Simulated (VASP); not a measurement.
# Ge (Fd-3m) in VASP: relaxation of cell and atoms with PBEsol

Aim: the relaxation of cell and atoms of Ge with PBEsol.

All numbers are computed with VASP 6.6.1; they aren't measurements. Logs are shortened: lines on timing, memory, paths and dates and some standing lists are left out, and cuts for length are marked.

## 1. The cell of the first run

Symmetry: Fd-3m, No. 227, cubic system. The conventional cell has a = 5.657 Å, b = 5.657 Å, c = 5.657 Å, α = 90.00°, β = 90.00°, γ = 90.00°. Ge (site symmetry -43m) has 4 Ge at 2.45 Å within 3.2 Å.

## 2. Relaxation of cell and atoms, PBEsol

INCAR

```
SYSTEM = Ge
PREC = Accurate
ENCUT = 600
EDIFF = 1E-6
ISMEAR = -1
SIGMA = 0.05
LREAL = .FALSE.
LASPH = .TRUE.
NELM = 60
ALGO = Normal
ISIF = 3
LWAVE = .FALSE.
LCHARG = .FALSE.
GGA = PS
IBRION = 2
NSW = 60
EDIFFG = -0.005
```

KPOINTS

```
regular mesh
0
G
  13 13 13
  0 0 0
```

POSCAR

```
Ge
1.0
    0.0000000000      2.8285347457      2.8285347457
    2.8285347457      0.0000000000      2.8285347457
    2.8285347457      2.8285347457      0.0000000000
Ge
2
Direct
   -0.1250000000     -0.1250000000     -0.1250000000
    0.1250000000      0.1250000000      0.1250000000
```

Potentials or basis: VASP PAW PBE potentials, release 64 (Ge_d).

Started as:

```sh
$ cat potpaw_PBE.64/Ge_d/POTCAR > POTCAR
$ mpirun -np 1 vasp_std > vasp.out
```

OUTCAR:

```text
SYSTEM = Ge
   PREC = Accurate
   ENCUT = 600
   EDIFF = 1E-6
   ISMEAR = -1
   LREAL = .FALSE.
   LASPH = .TRUE.
   NELM = 60
   ISIF = 3
   GGA = PS
   IBRION = 2
   NSW = 60
   EDIFFG = -0.005

 ion  position               nearest neighbor table
   1  0.875  0.875  0.875-   2 2.45   2 2.45   2 2.45   2 2.45
   2  0.125  0.125  0.125-   1 2.45   1 2.45   1 2.45   1 2.45

  LATTYP: Found a face centered cubic cell.
 ALAT       =     5.6570694914

  Lattice vectors:

 A1 = (   0.0000000000,   2.8285347457,   2.8285347457)
 A2 = (   2.8285347457,   0.0000000000,   2.8285347457)
 A3 = (   2.8285347457,   2.8285347457,   0.0000000000)

Analysis of symmetry for initial positions (statically):
=====================================================================
 Subroutine PRICEL returns:
 Original cell was already a primitive cell.

 Routine SETGRP: Setting up the symmetry group for a
 face centered cubic supercell.

 Subroutine GETGRP returns: Found 48 space group operations
 (whereof 12 operations were pure point group operations)
 out of a pool of 48 trial point group operations.

The static configuration has the point symmetry D_3d.
 The point group associated with its full space group is O_h .

Analysis of symmetry for dynamics (positions and initial velocities):
=====================================================================
 Subroutine PRICEL returns:
 Original cell was already a primitive cell.

 Routine SETGRP: Setting up the symmetry group for a
 face centered cubic supercell.

 Subroutine GETGRP returns: Found 48 space group operations
 (whereof 12 operations were pure point group operations)
 out of a pool of 48 trial point group operations.

The dynamic configuration has the point symmetry D_3d.
 The point group associated with its full space group is O_h .

 Subroutine INISYM returns: Found 48 space group operations
 (whereof 12 operations are pure point group operations),
 and found     1 'primitive' translations

----------------------------------------------------------------------------------------

                                     Primitive cell

  volume of cell :      45.2600

  direct lattice vectors                    reciprocal lattice vectors
     0.000000000  2.828534746  2.828534746    -0.176769969  0.176769969  0.176769969
     2.828534746  0.000000000  2.828534746     0.176769969 -0.176769969  0.176769969
     2.828534746  2.828534746  0.000000000     0.176769969  0.176769969 -0.176769969

  length of vectors
     4.000152199  4.000152199  4.000152199     0.306174568  0.306174568  0.306174568

  position of ions in fractional coordinates (direct lattice)
     0.875000000  0.875000000  0.875000000
     0.125000000  0.125000000  0.125000000

  ion indices of the primitive-cell ions
   primitive index   ion index
                 1           1
                 2           2

----------------------------------------------------------------------------------------

 KPOINTS: regular mesh

Automatic generation of k-mesh.
 Grid dimensions read from file:
 generate k-points for:   13   13   13

 Generating k-lattice:

  Cartesian coordinates                     Fractional coordinates (reciprocal lattice)
    -0.013597690  0.013597690  0.013597690     0.076923077  0.000000000  0.000000000
     0.013597690 -0.013597690  0.013597690     0.000000000  0.076923077  0.000000000
     0.013597690  0.013597690 -0.013597690     0.000000000  0.000000000  0.076923077

  Length of vectors
     0.023551890  0.023551890  0.023551890

  Shift w.r.t. Gamma in fractional coordinates (k-lattice)
     0.000000000  0.000000000  0.000000000

 Subroutine IBZKPT returns following result:
 ===========================================

 Found     84 irreducible k-points:

 Following reciprocal coordinates:
            Coordinates               Weight
  0.000000  0.000000  0.000000      1.000000
  0.076923  0.000000  0.000000      8.000000
  0.153846  0.000000  0.000000      8.000000
  0.230769  0.000000  0.000000      8.000000
  0.307692  0.000000  0.000000      8.000000
  0.384615  0.000000  0.000000      8.000000
[... 16 lines left out ...]
  0.384615  0.153846  0.000000     24.000000
  0.461538  0.153846  0.000000     24.000000
 [... further k-points ...]
   k-points           NKPTS =     84   k-points in BZ     NKDIM =     84   number of bands    NBANDS=     18
   number of dos      NEDOS =    301   number of ions     NIONS =      2
   total plane-waves  NPLWV =  32768
   dimension x,y,z NGX =    32 NGY =   32 NGZ =   32
   dimension x,y,z NGXF=    64 NGYF=   64 NGZF=   64
   ions per type =               2
   NGX,Y,Z   is equivalent  to a cutoff of  13.30, 13.30, 13.30 a.u.
   NGXF,Y,Z  is equivalent  to a cutoff of  26.60, 26.60, 26.60 a.u.
 SYSTEM =  Ge
   PREC   = accura    normal or accurate (medium, high low for compatibility)
   ISTART =      0    job   : 0-new  1-cont  2-samecut
   ICHARG =      2    charge: 1-file 2-atom 10-const
   ISPIN  =      1    spin polarized calculation?
   LNONCOLLINEAR =      F non collinear calculations
   LSORBIT =      F    spin-orbit coupling
   LASPH  =      T    aspherical Exc in radial PAW
   ENCUT  =  600.0 eV  44.10 Ry    6.64 a.u.   7.99  7.99  7.99*2*pi/ulx,y,z
   NELM   =     60;   NELMIN=  2; NELMDL= -5     # of ELM steps
   EDIFF  = 0.1E-05   stopping-criterion for ELM
   LREAL  =      F    real-space projection
   EDIFFG = -.5E-02   stopping-criterion for IOM
   NSW    =     60    number of steps for IOM
   IBRION =      2    ionic relax: 0-MD 1-quasi-New 2-CG
   NFREE  =      1    steps in history (QN), initial steepest desc. (CG)
   ISIF   =      3    stress and relaxation
   ISYM   =      2    0-nonsym 1-usesym 2-fastsym
   POTIM  = 0.5000    time-step for ionic-motion
   TEBEG  =    0.0;   TEEND  =   0.0 temperature during run
   PSTRESS=    0.0 pullay stress
   NELECT =      28.0000    total number of electrons
   NUPDOWN=      -1.0000    fix difference up-down
   EMIN   =  10.00;   EMAX   =-10.00  energy-range for DOS
   EFERMI =   0.00;   METHOD = LEGACY
   ISMEAR =    -1;   SIGMA  =   0.05  broadening in eV -4-tet -1-fermi 0-gaus
   EFERMI_NEDOS =   21; number of points for ismear=-14 and -15
   IALGO  =     38    algorithm
   IMIX   =      4    mixing-type and parameters
     AMIX     =   0.40;   BMIX     =  1.00
     AMIX_MAG =   1.60;   BMIX_MAG =  1.00
  volume/ion in A,a.u.               =      22.63       152.71
  Fermi-wavevector in a.u.,A,eV,Ry     =   1.394941  2.636057 26.475057  1.945862
  Thomas-Fermi vector in A             =   2.518442
   LORBIT       =      0    0 simple, 1 ext, 2 COOP (PROOUT), +10 PAW based schemes
   GGA     = PS    functional components
   LHFCALC =     F    Hartree Fock is set to
   AEXX    =    0.0000 exact exchange contribution
   IVDW    =     0    specifies the selected vdW correction
   LEPSILON=     F    determine dielectric tensor
   LRPA    =     F    only Hartree local field effects (RPA)
 conjugate gradient relaxation of ions
 non-spin polarized calculation
  energy-cutoff  :      600.00
  volume of cell :       45.26
 maximum number of plane-waves:      1528
   NGX = 15   NGY = 15   NGZ = 15

--------------------------------------- Ionic step        1  -------------------------------------------

 number of electron      28.0000013 magnetization

 Free energy of the ion-electron system (eV)
  ---------------------------------------------------
  ext. energy  EPLUGINS =         0.00000000
  ---------------------------------------------------
  free energy    TOTEN  =        -9.87368277 eV

  energy without entropy =       -9.87323704  energy(sigma->0) =       -9.87345990

------------------------ aborting loop because EDIFF is reached ----------------------------------------

  FORCE on cell =-STRESS in cart. coord.  units (eV):
  Direction    XX          YY          ZZ          XY          YZ          ZX
  --------------------------------------------------------------------------------------
  -------------------------------------------------------------------------------------
  Total        0.1702851      0.1702851      0.1702851     -0.0000000     -0.0000000      0.0000000
  in kB        6.0279932      6.0279932      6.0279932     -0.0000000     -0.0000000      0.0000000
  external PRESSURE =       6.0279932 kB  Pullay stress =       0.0000000 kB
[... 129 lines left out ...]
  energy  without entropy=       -9.8739479291  energy(sigma->0) =       -9.87421229

--------------------------------------- Ionic step        5  -------------------------------------------

 number of electron      28.0000020 magnetization

 Free energy of the ion-electron system (eV)
  ---------------------------------------------------
  ext. energy  EPLUGINS =         0.00000000
  ---------------------------------------------------
  free energy    TOTEN  =        -9.87450230 eV

  energy without entropy =       -9.87398015  energy(sigma->0) =       -9.87424122

 E-fermi :   4.7818     XC(G=0): -10.0809

 val. band max:        4.7629358155   @ k =   0.0000   0.0000   0.0000
 cond. band min:       4.8674870799   @ k =   0.4615   0.0000   0.0000
 fundamental gap:      0.1045512643
 Fermi energy:         4.7818308403

 k-point     1 :       0.0000    0.0000    0.0000
  band No.  band energies     occupation
      1     -19.9862      2.00000
      2     -19.9862      2.00000
      3     -19.9862      2.00000
      4     -19.9504      2.00000
      5     -19.9504      2.00000
      6     -19.7437      2.00000
[... 10 lines left out ...]
     17       7.2910      0.00000
     18       7.2910      0.00000
[... 466 lines left out ...]
      2     -20.0117      2.00000
      3     -19.9575      2.00000
      4     -19.9015      2.00000
      5     -19.8890      2.00000
      6     -19.8128      2.00000
[... 10 lines left out ...]
     17       9.6376      0.00000
     18      10.7672      0.00000

 [... further k-points ...]

------------------------ aborting loop because EDIFF is reached ----------------------------------------

  FORCE on cell =-STRESS in cart. coord.  units (eV):
  Direction    XX          YY          ZZ          XY          YZ          ZX
  --------------------------------------------------------------------------------------
  -------------------------------------------------------------------------------------
  Total       -0.0060778     -0.0060778     -0.0060778     -0.0000000     -0.0000000      0.0000000
  in kB       -0.2128996     -0.2128996     -0.2128996     -0.0000000     -0.0000000      0.0000000
  external PRESSURE =      -0.2128996 kB  Pullay stress =       0.0000000 kB
[... 17 lines left out ...]
  FREE ENERGIE OF THE ION-ELECTRON SYSTEM (eV)
  ---------------------------------------------------
  free  energy   TOTEN  =        -9.8745022950 eV

  energy  without entropy=       -9.8739801506  energy(sigma->0) =       -9.87424122

 reached required accuracy - stopping structural energy minimisation
```

Wall time 4.3 min (1 thread of Intel Xeon 8259CL, shared host); peak memory 0.23 GiB.

Results:

| Property | Result |
| --- | --- |
| Free energy | -9.8745 eV |
| Relaxed volume | 22.87 Å³/atom |
| Relaxed cell | a = 4.014 Å, b = 4.014 Å, c = 4.014 Å, α = 60.00°, β = 60.00°, γ = 60.00° |
| Space group after relaxing (to 0.1 Å) | Fd-3m (No. 227) |
| Energy gained by relaxing | 0.4 meV/atom |
| Ionic steps | 5 |
| Pressure after relaxing | 0.0 GPa |
| Band gap on the k mesh | zero (filled and empty bands touch) |

The path:
```
step  energy change (eV)  largest force (eV/Å)  pressure (GPa)  volume (Å³)
   1              0.0000                0.0000            0.60        45.26
   2             -0.0007                0.0000           -0.08        45.82
   3             -0.0008                0.0000            0.10        45.72
   4             -0.0008                0.0000           -0.22        45.78
   5             -0.0008                0.0000           -0.02        45.74
```

Final structure:
```xyz
2
Lattice="0.0000 2.8385 2.8385 2.8385 0.0000 2.8385 2.8385 2.8385 0.0000" Properties=species:S:1:pos:R:3 pbc="T T T"
Ge    4.9673    4.9673    4.9673
Ge    0.7096    0.7096    0.7096
```

Levels at points of the mesh, in eV from the Fermi level:
```
           k point  band 10  band 11  band 12  band 13  band 14  band 15  band 16  band 17  band 18
(0.00, 0.00, 0.00)   -24.51   -12.74    -0.12    -0.02    -0.02    -0.02     2.51     2.51     2.51
```

Caveat: semilocal functionals underestimate gaps, so a narrow gap can read as zero; the PAW data sets were made with another functional, which shifts forces and pressure a little.
